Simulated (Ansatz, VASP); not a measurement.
# Two plane-wave programs on TaN

File INCAR:

```
SYSTEM = TaN
  PREC = Accurate
  ENCUT = 520
  EDIFF = 1E-7
  ISMEAR = 0
  SIGMA = 0.15
  LREAL = .False.
  LASPH = .True.
  NELM = 60
  ALGO = Normal
  ISIF = 2
  LWAVE = .False.
  LCHARG = .False.
  GGA = PS
  NBANDS = 24
```

File KPOINTS:

```
regular mesh
0
Gamma
  18 18 8
  0 0 0
```

File POSCAR:

```
TaN
1.0
    3.2421898098      0.0000000000      0.0000000000
   -1.6210949049      2.8078187391      0.0000000000
    0.0000000000      0.0000000000      6.2846287142
Ta N
2 2
Direct
    0.3333333333      0.6666666667      0.0301041378
    0.6666666667      0.3333333333      0.5301041378
    0.3333333333      0.6666666667      0.3548958622
    0.6666666667      0.3333333333      0.8548958622
```

Input for Ansatz:

```yaml
crystal:
  lattice:
    - [3.2421898098, 0.0, 0.0]
    - [-1.6210949049, 2.8078187391, 0.0]
    - [0.0, 0.0, 6.2846287142]
  atoms:
    - { symbol: Ta, position: [0.3333333333, 0.6666666667, 0.0301041378] }
    - { symbol: Ta, position: [0.6666666667, 0.3333333333, 0.5301041378] }
    - { symbol: "N", position: [0.3333333333, 0.6666666667, 0.3548958622] }
    - { symbol: "N", position: [0.6666666667, 0.3333333333, 0.8548958622] }
basis:
  ecutwfc: 520.0
kpoints:
  mp_grid: { grid: [18, 18, 8] }
hamiltonian:
  xc: pbesol
  pseudopotentials: { kind: paw, azcp: { folder: soft_1 } }
scf:
  occupations: { method: gaussian, width: 0.15 }
output:
  forces: true
  stress: true
  eigenvalues: true
```

Alike in both runs: task single point; functional PBEsol; k mesh 18 × 18 × 8; occupations gaussian, width 0.15 eV; no spin polarisation.

|  | VASP | Ansatz |
| --- | --- | --- |
| version | VASP 6.6.1 | Ansatz 0.2.0 |
| potentials or method | VASP PAW PBE potentials, release 64 (Ta_pv, N), cutoff 520 eV | scalar-relativistic, plane waves, PAW |
| valence electrons in the cell | 32 | 36 |

|  | VASP | Ansatz | Ansatz less VASP |
| --- | --- | --- | --- |
| gap on the k mesh at the Fermi level (eV) | none | none | - |
| pressure (GPa) | -24.1 | -24.5 | -0.43 |
| traceless stress, the component that is largest in VASP (GPa) | -5.38 | -5.63 | -0.251 |
| rms of the force components (eV/Å) | 0.046 | 0.054 | +0.0081 |

VASP's potentials were made for PBE, not for PBEsol, and Ansatz warns of the same on its side. Atom by atom the forces differ by 0.008 eV/Å (rms over components). A gap of «none» marks a metal or a gap that the smearing closes. The functional is the same, so the differences come from potentials, cutoffs and numerics. VASP's potentials hold 32 valence electrons a cell and Ansatz's 36, so a difference there can come from the potentials and not from the codes.

Neither program's run includes spin-orbit coupling.
